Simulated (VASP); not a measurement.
HfO2:

```
Hf O
1.0
     5.25403    0.00000    0.00000
     0.00000    5.03791    0.00000
     0.00000    0.00000    5.06602
Hf O
4 8
Direct
  0.96699 0.73252 0.74144
  0.53301 0.73252 0.24144
  0.46699 0.26748 0.74144
  0.03301 0.26748 0.24144
  0.63213 0.92865 0.87927
  0.86787 0.92865 0.37927
  0.23395 0.53988 0.49229
  0.26605 0.53988 0.99229
  0.76605 0.46012 0.99229
  0.73395 0.46012 0.49229
  0.13213 0.07135 0.87927
  0.36787 0.07135 0.37927
```

Base run:

| Item | Value |
| --- | --- |
| Program | VASP 6.6.1 |
| Functional | PBE |
| Dispersion | D3(BJ) |
| Potentials or basis | VASP PAW PBE potentials, release 64 (Hf_pv, O) |
| Cutoff | 520 eV |
| k mesh | 5 × 6 × 5 |
| Occupations | fermi-dirac, width 0.05 eV |
| Spin | no spin polarisation |

Its results: band gap on the k mesh 4.37 eV, indirect (least direct gap 4.58 eV); pressure -2.3 GPa; largest force 0.053 eV/Å.

Q: The run is repeated on the same cell with these changes: functional from PBE to BLYP; further incar settings from ALGO = Normal; EDIFF = 1e-07; NBANDS = 56 to ALGO = Normal; EDIFF = 1e-06; NBANDS = 56. What comes out?

A: Band gap on the k mesh 4.41 eV, indirect (least direct gap 4.59 eV); pressure 0.4 GPa; largest force 0.078 eV/Å.

Caveats: spin-orbit coupling is left out, which moves the levels of the heavy elements; the PAW data sets were made with another functional, which shifts forces and pressure a little (some runs).

A k mesh can miss the band edges.
